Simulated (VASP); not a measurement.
Wanted: the native input for a VASP 6.6.1 run.

```
Task                   : single point
Functional             : LDA
Potentials or basis    : VASP PAW LDA potentials, release 64 (Mg, O)
Cutoff                 : 520 eV
k mesh                 : 1 × 1 × 1
Occupations            : fermi-dirac, width 0.02 eV
Spin                   : no spin polarisation
Dipole correction      : no
Further INCAR settings : LREAL = Auto; ALGO = Normal; EDIFF = 1e-06; NBANDS = 47
```

The structure of Mg9O8 (a cell with a defect) lies in POSCAR:

```
Mg9O8
1.0
    0.0000000000      4.3520000000      4.3520000000
    4.3520000000      0.0000000000      4.3520000000
    4.3520000000      4.3520000000      0.0000000000
Mg O
9 8
Direct
   -0.0196649816      0.0070604320      0.0068880974
   -0.0189934513      0.0320674403      0.4938891314
   -0.0187997472      0.4939206112      0.0319176241
   -0.0184538143      0.4939568015      0.4938099724
    0.4827591912      0.0049080882      0.0049152114
    0.4823987822      0.0049233686      0.5086947381
    0.4823005515      0.5088543199      0.0048607537
    0.6341355699      0.4558515625      0.4556312040
    0.2119331342      0.5966530331      0.5964152114
    0.2363374311      0.2549088925      0.2548631664
    0.2099372702      0.2392224265      0.7757867647
    0.2096939338      0.7759188879      0.2391284467
    0.2096119026      0.7762578125      0.7763049173
    0.7584211857      0.2429181985      0.2426812960
    0.7584944853      0.2429356618      0.7570880055
    0.7584632353      0.7573129596      0.2427028952
    0.7771192555      0.7412463235      0.7412580423
```

The input as run:

INCAR

```
SYSTEM = Mg9O8
PREC = Accurate ; ENCUT = 520
EDIFF = 1E-6 ; ISMEAR = -1
SIGMA = 0.02 ; LREAL = Auto
LASPH = .True. ; NELM = 100
ALGO = Normal ; ISIF = 2
LWAVE = .False. ; LCHARG = .False.
NBANDS = 47
```

KPOINTS

```
regular mesh
0
Gamma
  1 1 1
  0 0 0
```

Potentials or basis: VASP PAW LDA potentials, release 64 (Mg, O).

Launch:

```console
$ cat potpaw_LDA.64/Mg/POTCAR potpaw_LDA.64/O/POTCAR > POTCAR
$ mpirun -np 1 vasp_gam > vasp.out
```

It gave:

- Pressure: 14.9 GPa
- Largest force: 1.044 eV/Å
- Band gap on the k mesh: 2.54 eV

Caveat: the k points lie up to 1.25 Å⁻¹ apart.

Run time: 13 s on 1 thread of Intel(R) Xeon(R) 6975P-C (Granite Rapids), on a shared host, peak memory 0.23 GiB.
